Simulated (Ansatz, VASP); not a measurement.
## MoPb: VASP beside Ansatz

```
Mo Pb
1.0
     3.41047    0.00000    0.00000
     0.00000    3.41047    0.00000
     0.00000    0.00000    3.41047
Mo Pb
1 1
Cartesian
  0.0000 0.0000 0.0000
  1.7052 1.7052 1.7052
```

Alike in both runs: task relaxation of cell and atoms; functional PBE; k mesh 16 × 16 × 16; occupations gaussian, width 0.1 eV; no spin polarisation.

```csv
,VASP,Ansatz
version,VASP 6.6.1,Ansatz 0.2.0
potentials or method,"VASP PAW PBE potentials, release 64 (Mo_sv, Pb_d), cutoff 600 eV","scalar-relativistic, plane waves, PAW"
valence electrons in the cell,28,28
```

Ansatz gave:

```
gap on the k mesh at the Fermi level, each at its own relaxed structure (eV) : none
relaxed volume (Å³/atom)                                                     : 19.85
relaxed cell length with the largest relative difference (Å)                 : 3.411
```

**Question.** What did VASP give for the same quantities?

**Answer.** gap on the k mesh at the Fermi level, each at its own relaxed structure (eV): none; relaxed volume (Å³/atom): 19.86; relaxed cell length with the largest relative difference (Å): 3.412.

A gap of «none» marks a metal or a gap that the smearing closes.

Neither program's run includes spin-orbit coupling.
